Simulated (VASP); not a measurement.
Runs of VASP 6.6.1 on BeAl3. Symmetry: I4/mmm, No. 139, tetragonal system. Conventional cell: a = 3.884 Å, b = 3.884 Å, c = 7.704 Å, α = 90.00°, β = 90.00°, γ = 90.00°. Be (site symmetry 4/mmm) has 12 Al at 2.74 to 2.75 Å within 3.6 Å. Al (site symmetry -4m2) has 4 Be at 2.74 Å and 8 Al at 2.74 to 2.75 Å within 3.6 Å. Al (site symmetry 4/mmm) has 8 Al at 2.74 Å and 4 Be at 2.75 Å within 3.6 Å. 

```csv
level,potentials or basis,gap on the mesh (eV),pressure (GPa)
LDA,"VASP PAW LDA potentials, release 64 (Be, Al)",none,(b)
BLYP,"VASP PAW PBE potentials, release 64 (Be, Al)",none,3.3
RPBE,"VASP PAW PBE potentials, release 64 (Be, Al)",none,(a)
r2SCAN,"VASP PAW PBE potentials, release 64 (Be, Al)",none,-1.7
revPBE,"VASP PAW PBE potentials, release 64 (Be, Al)",none,1.9
```

Alike in all rows: task single point; no spin polarisation; cell as given; k mesh 9 × 9 × 9; cutoff (eV) 520; smearing fermi-dirac 0.05 eV.

Question: Estimate the missing entries.

Answer: (a) 2.3; (b) -2.9.

Caveats: the PAW data sets were made with another functional, which shifts forces and pressure a little (some runs).

A gap of «none» marks levels without a gap at the run's occupations.
